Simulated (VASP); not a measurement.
Runs of VASP 6.6.1 on HfH6. The structure is that of space group I4/mmm (No. 139), or close to it. The cells are those of the table. 

```tsv
task	cell	k mesh	cutoff (eV)	gap on the mesh (eV)	pressure (GPa)	largest force (eV/Å)
single point	a = 4.478 Å, angles 99.4, 99.4, 132.3°, 7 atoms	6 × 6 × 6	520	none	-0.3	0.01
single point	a = 4.487 Å, angles 99.4, 99.4, 132.3°, 7 atoms	12 × 12 × 12	520	none	-0.4	0.01
relaxation of cell and atoms	relaxed from a = 4.250 Å, angles 109.1, 109.1, 110.3°, 7 atoms	6 × 6 × 6	600	none	-0.3	0.01
single point	a = 4.250 Å, angles 109.1, 109.1, 110.3°, 7 atoms	6 × 6 × 6	520	none	44.8	(a)
```

Alike in all rows: level PBE; potentials or basis VASP PAW PBE potentials, release 64 (Hf_pv, H); no spin polarisation; smearing gaussian 0.1 eV.

Task: Fill in the values left out.

Result: (a) 9.84.

Caveats: spin-orbit coupling is left out, which moves the levels of the heavy elements; forces of over 1 eV/Å act on the atoms, so gaps and moduli don't describe the material at rest (some runs).

A k mesh can miss the band edges, and the runs leave out spin-orbit coupling on Hf.

A gap of «none» marks levels without a gap at the run's occupations.
